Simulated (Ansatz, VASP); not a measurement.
Two plane-wave programs on Zn2N

```
Zn N
1.0
     3.09626    0.00000    0.00000
     0.00000    3.09626    0.00000
     0.00000    0.00000    4.01025
Zn N
2 1
Direct
  0.00000 0.00000 0.00000
  0.50000 0.50000 0.50000
  0.50000 0.50000 0.00000
```

Alike in both runs: functional PBE; k mesh 14 × 14 × 12; occupations gaussian, width 0.1 eV; no spin polarisation.

Ansatz relaxed the structure, and its values are those at the end. VASP's run is a single point on that final structure, the one shown.

```csv
,VASP,Ansatz
version,VASP 6.6.1,Ansatz 0.2.0
potentials or method,"VASP PAW PBE potentials, release 64 (Zn, N), cutoff 520 eV","scalar-relativistic, plane waves, PAW"
valence electrons in the cell,29,29
```

Ansatz gave:

| Quantity | Value |
| --- | --- |
| gap on the k mesh at the Fermi level (eV) | none |
| pressure (GPa) | 0.0 |

Question: What did VASP give for the same quantities?

Answer: gap on the k mesh at the Fermi level (eV): none; pressure (GPa): 0.7.

A gap of «none» marks a metal or a gap that the smearing closes.
